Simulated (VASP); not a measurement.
# Nb3Sn (Pm-3n) in VASP: relaxation of cell and atoms with LDA

Aim: the relaxation of cell and atoms of Nb3Sn with LDA.

All numbers are computed with VASP 6.6.1; they aren't measurements. Logs are shortened: lines on timing, memory, paths and dates and some standing lists are left out, and cuts for length are marked.

## Step 1: The cell of the first run

Symmetry: Pm-3n, No. 223, cubic system. The conventional cell has a = 5.282 Å, b = 5.282 Å, c = 5.282 Å, α = 90.00°, β = 90.00°, γ = 90.00°. Within 3.5 Å of Nb (site symmetry -4m2) lie 10 Nb at 2.64 to 3.23 Å and 4 Sn at 2.95 Å. Within 3.9 Å of Sn (site symmetry m-3) lie 12 Nb at 2.95 Å.

## Step 2: Relaxation of cell and atoms, LDA

INCAR

```
SYSTEM = Nb3Sn
PREC = Accurate
ENCUT = 600
EDIFF = 1E-7
ISMEAR = 0
SIGMA = 0.1
LREAL = .False.
LASPH = .True.
NELM = 100
ALGO = Normal
ISIF = 3
LWAVE = .False.
LCHARG = .False.
IBRION = 2
NSW = 100
EDIFFG = -0.002
```

KPOINTS

```
Automatic mesh
0
Gamma
  8 8 8
  0 0 0
```

POSCAR

```
Nb3Sn
1.0
    5.2821000000      0.0000000000      0.0000000000
    0.0000000000      5.2821000000      0.0000000000
    0.0000000000      0.0000000000      5.2821000000
Nb Sn
6 2
Direct
    0.2500000000      0.0000000000      0.5000000000
    0.5000000000      0.7500000000      0.0000000000
    0.7500000000      0.0000000000      0.5000000000
    0.5000000000      0.2500000000      0.0000000000
    0.0000000000      0.5000000000      0.7500000000
    0.0000000000      0.5000000000      0.2500000000
    0.0000000000      0.0000000000      0.0000000000
    0.5000000000      0.5000000000      0.5000000000
```

Potentials or basis: VASP PAW LDA potentials, release 64 (Nb_sv, Sn_d).

On the command line:

```bash
$ cat potpaw_LDA.64/Nb_sv/POTCAR potpaw_LDA.64/Sn_d/POTCAR > POTCAR
$ mpirun -np 1 vasp_std > vasp.out
```

OUTCAR:

```text
SYSTEM = Nb3Sn
   PREC = Accurate
   ENCUT = 600
   EDIFF = 1E-7
   ISMEAR = 0
   LREAL = .False.
   LASPH = .True.
   NELM = 100
   ISIF = 3
   IBRION = 2
   NSW = 100
   EDIFFG = -0.002

 ion  position               nearest neighbor table
   1  0.250  0.000  0.500-   3 2.64   3 2.64   8 2.95   7 2.95   8 2.95   7 2.95
   2  0.500  0.750  0.000-   4 2.64   4 2.64   8 2.95   8 2.95   7 2.95   7 2.95
   3  0.750  0.000  0.500-   1 2.64   1 2.64   8 2.95   7 2.95   8 2.95   7 2.95
   4  0.500  0.250  0.000-   2 2.64   2 2.64   8 2.95   8 2.95   7 2.95   7 2.95
   5  0.000  0.500  0.750-   6 2.64   6 2.64   8 2.95   7 2.95   7 2.95   8 2.95
   6  0.000  0.500  0.250-   5 2.64   5 2.64   8 2.95   7 2.95   7 2.95   8 2.95
   7  0.000  0.000  0.000-   1 2.95   2 2.95   3 2.95   4 2.95   5 2.95   6 2.95   1 2.95   3 2.95
                             5 2.95   6 2.95   2 2.95   4 2.95
   8  0.500  0.500  0.500-   1 2.95   2 2.95   3 2.95   4 2.95   5 2.95   6 2.95   2 2.95   4 2.95
                             1 2.95   3 2.95   5 2.95   6 2.95

  LATTYP: Found a simple cubic cell.
 ALAT       =     5.2821000000

  Lattice vectors:

 A1 = (   5.2821000000,   0.0000000000,   0.0000000000)
 A2 = (   0.0000000000,   5.2821000000,   0.0000000000)
 A3 = (   0.0000000000,   0.0000000000,   5.2821000000)

Analysis of symmetry for initial positions (statically):
=====================================================================
 Subroutine PRICEL returns:
 Original cell was already a primitive cell.

 Routine SETGRP: Setting up the symmetry group for a
 simple cubic supercell.

 Subroutine GETGRP returns: Found 48 space group operations
 (whereof 24 operations were pure point group operations)
 out of a pool of 48 trial point group operations.

The static configuration has the point symmetry T_h .
 The point group associated with its full space group is O_h .

Analysis of symmetry for dynamics (positions and initial velocities):
=====================================================================
 Subroutine PRICEL returns:
 Original cell was already a primitive cell.

 Routine SETGRP: Setting up the symmetry group for a
 simple cubic supercell.

 Subroutine GETGRP returns: Found 48 space group operations
 (whereof 24 operations were pure point group operations)
 out of a pool of 48 trial point group operations.

The dynamic configuration has the point symmetry T_h .
 The point group associated with its full space group is O_h .

 Subroutine INISYM returns: Found 48 space group operations
 (whereof 24 operations are pure point group operations),
 and found     1 'primitive' translations

----------------------------------------------------------------------------------------

                                     Primitive cell

  volume of cell :     147.3737

  direct lattice vectors                    reciprocal lattice vectors
     5.282100000  0.000000000  0.000000000     0.189318642  0.000000000  0.000000000
     0.000000000  5.282100000  0.000000000     0.000000000  0.189318642  0.000000000
     0.000000000  0.000000000  5.282100000     0.000000000  0.000000000  0.189318642

  length of vectors
     5.282100000  5.282100000  5.282100000     0.189318642  0.189318642  0.189318642

  position of ions in fractional coordinates (direct lattice)
     0.250000000  0.000000000  0.500000000
     0.500000000  0.750000000  0.000000000
     0.750000000  0.000000000  0.500000000
     0.500000000  0.250000000  0.000000000
     0.000000000  0.500000000  0.750000000
     0.000000000  0.500000000  0.250000000
     0.000000000  0.000000000  0.000000000
     0.500000000  0.500000000  0.500000000

  ion indices of the primitive-cell ions
   primitive index   ion index
                 1           1
                 2           2
                 3           3
                 4           4
                 5           5
                 6           6
                 7           7
                 8           8

----------------------------------------------------------------------------------------

 KPOINTS: Automatic mesh

Automatic generation of k-mesh.
 Grid dimensions read from file:
 generate k-points for:    8    8    8

 Generating k-lattice:

  Cartesian coordinates                     Fractional coordinates (reciprocal lattice)
     0.023664830  0.000000000  0.000000000     0.125000000  0.000000000  0.000000000
     0.000000000  0.023664830  0.000000000     0.000000000  0.125000000  0.000000000
     0.000000000  0.000000000  0.023664830     0.000000000  0.000000000  0.125000000

  Length of vectors
     0.023664830  0.023664830  0.023664830

  Shift w.r.t. Gamma in fractional coordinates (k-lattice)
     0.000000000  0.000000000  0.000000000

 Subroutine IBZKPT returns following result:
 ===========================================

 Found     35 irreducible k-points:

 Following reciprocal coordinates:
            Coordinates               Weight
  0.000000  0.000000  0.000000      1.000000
  0.125000  0.000000  0.000000      6.000000
  0.250000  0.000000  0.000000      6.000000
  0.375000  0.000000  0.000000      6.000000
  0.500000  0.000000  0.000000      3.000000
  0.125000  0.125000  0.000000     12.000000
[... 16 lines left out ...]
  0.375000  0.375000  0.125000     24.000000
  0.500000  0.375000  0.125000     24.000000
 [... further k-points ...]
   k-points           NKPTS =     35   k-points in BZ     NKDIM =     35   number of bands    NBANDS=     63
   number of dos      NEDOS =    301   number of ions     NIONS =      8
   total plane-waves  NPLWV =  74088
   dimension x,y,z NGX =    42 NGY =   42 NGZ =   42
   dimension x,y,z NGXF=    84 NGYF=   84 NGZF=   84
   ions per type =               6   2
   NGX,Y,Z   is equivalent  to a cutoff of  13.22, 13.22, 13.22 a.u.
   NGXF,Y,Z  is equivalent  to a cutoff of  26.44, 26.44, 26.44 a.u.
 SYSTEM =  Nb3Sn
   PREC   = accura    normal or accurate (medium, high low for compatibility)
   ISTART =      0    job   : 0-new  1-cont  2-samecut
   ICHARG =      2    charge: 1-file 2-atom 10-const
   ISPIN  =      1    spin polarized calculation?
   LNONCOLLINEAR =      F non collinear calculations
   LSORBIT =      F    spin-orbit coupling
   LASPH  =      T    aspherical Exc in radial PAW
   ENCUT  =  600.0 eV  44.10 Ry    6.64 a.u.  10.55 10.55 10.55*2*pi/ulx,y,z
   NELM   =    100;   NELMIN=  2; NELMDL= -5     # of ELM steps
   EDIFF  = 0.1E-06   stopping-criterion for ELM
   LREAL  =      F    real-space projection
   EDIFFG = -.2E-02   stopping-criterion for IOM
   NSW    =    100    number of steps for IOM
   IBRION =      2    ionic relax: 0-MD 1-quasi-New 2-CG
   NFREE  =      1    steps in history (QN), initial steepest desc. (CG)
   ISIF   =      3    stress and relaxation
   ISYM   =      2    0-nonsym 1-usesym 2-fastsym
   POTIM  = 0.5000    time-step for ionic-motion
   TEBEG  =    0.0;   TEEND  =   0.0 temperature during run
   PSTRESS=    0.0 pullay stress
   NELECT =     106.0000    total number of electrons
   NUPDOWN=      -1.0000    fix difference up-down
   EMIN   =  10.00;   EMAX   =-10.00  energy-range for DOS
   EFERMI =   0.00;   METHOD = LEGACY
   ISMEAR =     0;   SIGMA  =   0.10  broadening in eV -4-tet -1-fermi 0-gaus
   EFERMI_NEDOS =   21; number of points for ismear=-14 and -15
   IALGO  =     38    algorithm
   IMIX   =      4    mixing-type and parameters
     AMIX     =   0.40;   BMIX     =  1.00
     AMIX_MAG =   1.60;   BMIX_MAG =  1.00
  volume/ion in A,a.u.               =      18.42       124.32
  Fermi-wavevector in a.u.,A,eV,Ry     =   1.466798  2.771845 29.272866  2.151495
  Thomas-Fermi vector in A             =   2.582492
   LORBIT       =      0    0 simple, 1 ext, 2 COOP (PROOUT), +10 PAW based schemes
   GGA     = CA    functional components
   LHFCALC =     F    Hartree Fock is set to
   AEXX    =    0.0000 exact exchange contribution
   IVDW    =     0    specifies the selected vdW correction
   LEPSILON=     F    determine dielectric tensor
   LRPA    =     F    only Hartree local field effects (RPA)
 conjugate gradient relaxation of ions
 non-spin polarized calculation
 Gauss-broadening in eV      SIGMA  =   0.10
  energy-cutoff  :      600.00
  volume of cell :      147.37
 maximum number of plane-waves:      4950
   NGX = 21   NGY = 21   NGZ = 21

--------------------------------------- Ionic step        1  -------------------------------------------

 number of electron     106.0000023 magnetization

 Free energy of the ion-electron system (eV)
  ---------------------------------------------------
  ext. energy  EPLUGINS =         0.00000000
  ---------------------------------------------------
  free energy    TOTEN  =       -78.16298564 eV

  energy without entropy =      -78.08829807  energy(sigma->0) =      -78.12564185

------------------------ aborting loop because EDIFF is reached ----------------------------------------

  FORCE on cell =-STRESS in cart. coord.  units (eV):
  Direction    XX          YY          ZZ          XY          YZ          ZX
  --------------------------------------------------------------------------------------
  -------------------------------------------------------------------------------------
  Total       -5.4857388     -5.4857388     -5.4857388     -0.0000000     -0.0000000      0.0000000
  in kB      -59.6383813    -59.6383813    -59.6383813     -0.0000000     -0.0000000      0.0000000
  external PRESSURE =     -59.6383813 kB  Pullay stress =       0.0000000 kB
[... 111 lines left out ...]
  energy  without entropy=      -78.1855697125  energy(sigma->0) =      -78.22211139

--------------------------------------- Ionic step        4  -------------------------------------------

 number of electron     106.0000009 magnetization

 Free energy of the ion-electron system (eV)
  ---------------------------------------------------
  ext. energy  EPLUGINS =         0.00000000
  ---------------------------------------------------
  free energy    TOTEN  =       -78.25870087 eV

  energy without entropy =      -78.18566013  energy(sigma->0) =      -78.22218050

 E-fermi :  11.7377     XC(G=0): -12.7698

 val. band max:       11.7319382042   @ k =   0.1250   0.1250   0.0000
 cond. band min:      11.7439364934   @ k =   0.2500   0.0000   0.0000
 fundamental gap:      0.0119982892
 Fermi energy:        11.7376602898

 k-point     1 :       0.0000    0.0000    0.0000
  band No.  band energies     occupation
      1     -42.4693      2.00000
      2     -42.3817      2.00000
      3     -42.3817      2.00000
      4     -42.1255      2.00000
      5     -42.1255      2.00000
      6     -42.1255      2.00000
[... 1573 lines left out ...]
     62      14.3982      0.00000
     63      14.4902      0.00000

 [... further k-points ...]

------------------------ aborting loop because EDIFF is reached ----------------------------------------

  FORCE on cell =-STRESS in cart. coord.  units (eV):
  Direction    XX          YY          ZZ          XY          YZ          ZX
  --------------------------------------------------------------------------------------
  -------------------------------------------------------------------------------------
  Total       -0.0072294     -0.0072294     -0.0072294     -0.0000000      0.0000000      0.0000000
  in kB       -0.0813509     -0.0813509     -0.0813509     -0.0000000      0.0000000      0.0000000
  external PRESSURE =      -0.0813509 kB  Pullay stress =       0.0000000 kB
[... 23 lines left out ...]
  FREE ENERGIE OF THE ION-ELECTRON SYSTEM (eV)
  ---------------------------------------------------
  free  energy   TOTEN  =       -78.2587008685 eV

  energy  without entropy=      -78.1856601320  energy(sigma->0) =      -78.22218050

 reached required accuracy - stopping structural energy minimisation
```

Wall time 18 min (1 thread of Intel Xeon Platinum 8488C (Sapphire Rapids), shared host); peak memory 0.42 GiB.

Results:

| Property | Result |
| --- | --- |
| Free energy | -78.2587 eV |
| Relaxed volume | 17.80 Å³/atom |
| Relaxed cell | a = 5.222 Å, b = 5.222 Å, c = 5.222 Å, α = 90.00°, β = 90.00°, γ = 90.00° |
| Space group after relaxing (to 0.1 Å) | Pm-3n (No. 223) |
| Energy gained by relaxing | 12.0 meV/atom |
| Ionic steps | 4 |
| Pressure after relaxing | 0.0 GPa |
| Band gap on the k mesh | zero (bands 53 and 54 overlap by 0.61 eV) |

Step by step:
```tsv
step	energy change (eV)	largest force (eV/Å)	pressure (GPa)	volume (Å³)
1	0.0000	0.0000	-5.96	147.37
2	0.2864	0.0000	14.16	133.23
3	-0.0957	0.0000	-0.15	142.49
4	-0.0957	0.0000	-0.01	142.38
```

Final structure:
```
Nb Sn
1.0
     5.22176    0.00000    0.00000
     0.00000    5.22176    0.00000
     0.00000    0.00000    5.22176
Nb Sn
6 2
Cartesian
  1.3054 0.0000 2.6109
  2.6109 3.9163 0.0000
  3.9163 0.0000 2.6109
  2.6109 1.3054 5.2218
  0.0000 2.6109 3.9163
  0.0000 2.6109 1.3054
  0.0000 5.2218 5.2218
  2.6109 2.6109 2.6109
```

Caveat: spin-orbit coupling is left out, which moves the levels of the heavy elements. Zero-point motion and thermal expansion aren't in these numbers.
